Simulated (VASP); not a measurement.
Set up this calculation in VASP 6.6.1, as the native input.

```yaml
Task: density of states
Functional: PBE
Potentials_or_basis: VASP PAW PBE potentials, release 64 (Si, C)
Cutoff: 520 eV
k_mesh: 17 × 17 × 17
Occupations: fermi-dirac, width 0.05 eV
Spin: no spin polarisation
Dipole_correction: no
k_mesh_for_the_DOS: 26 × 26 × 26
Occupations_for_the_DOS: tetrahedron
Further_INCAR_settings: ALGO = Normal; EDIFF = 1e-06; NBANDS = 11
```

SiC (rocksalt type):

```
CELL_PARAMETERS angstrom
0.00000 1.94347 1.94347
1.94347 0.00000 1.94347
1.94347 1.94347 0.00000
ATOMIC_POSITIONS crystal
Si 0.00000 0.00000 0.00000
C 0.50000 0.50000 0.50000
```

This cell differs from its parent crystal: volume scaled by 0.88.

These files were run (other wordings do the same):

POSCAR

```
SiC
1.0
    0.0000000000      1.9434660500      1.9434660500
    1.9434660500      0.0000000000      1.9434660500
    1.9434660500      1.9434660500      0.0000000000
Si C
1 1
Direct
    0.0000000000      0.0000000000      0.0000000000
    0.5000000000      0.5000000000      0.5000000000
```

INCAR.step1

```
SYSTEM = SiC
PREC = Accurate ; ENCUT = 520
EDIFF = 1E-6 ; ISMEAR = -1
SIGMA = 0.05 ; LREAL = .FALSE.
LASPH = .TRUE. ; NELM = 60
ALGO = Normal ; ISIF = 2
LWAVE = .FALSE. ; LCHARG = .TRUE.
GGA = PE ; NBANDS = 11
```

KPOINTS.step1

```
Automatic mesh
0
G
  17 17 17
  0 0 0
```

INCAR.step2

```
SYSTEM = SiC
PREC = Accurate ; ENCUT = 520
EDIFF = 1E-6 ; ISMEAR = -5
SIGMA = 0.05 ; LREAL = .FALSE.
LASPH = .TRUE. ; NELM = 60
ALGO = Normal ; ISIF = 2
LWAVE = .FALSE. ; LCHARG = .FALSE.
GGA = PE ; LORBIT = 11
NBANDS = 11 ; NEDOS = 1001
ICHARG = 11
```

KPOINTS.step2

```
Automatic mesh
0
G
  26 26 26
  0 0 0
```

Potentials or basis: VASP PAW PBE potentials, release 64 (Si, C).

The run is started by

```console
$ cat potpaw_PBE.64/Si/POTCAR potpaw_PBE.64/C/POTCAR > POTCAR
$ cp INCAR.step1 INCAR
$ cp KPOINTS.step1 KPOINTS
$ mpirun -np 1 vasp_std > vasp.out
$ cp INCAR.step2 INCAR
$ cp KPOINTS.step2 KPOINTS
$ mpirun -np 1 vasp_std > vasp.out
```

It gave:

| Property | Result |
| --- | --- |
| Valence electrons inside the program's atomic spheres | Si 1.58; C 2.68 |

Run time: 58 s on 1 thread of Intel(R) Xeon(R) Platinum 8259CL CPU @ 2.50GHz (Skylake/Cascade Lake), on a shared host, peak memory 0.18 GiB.
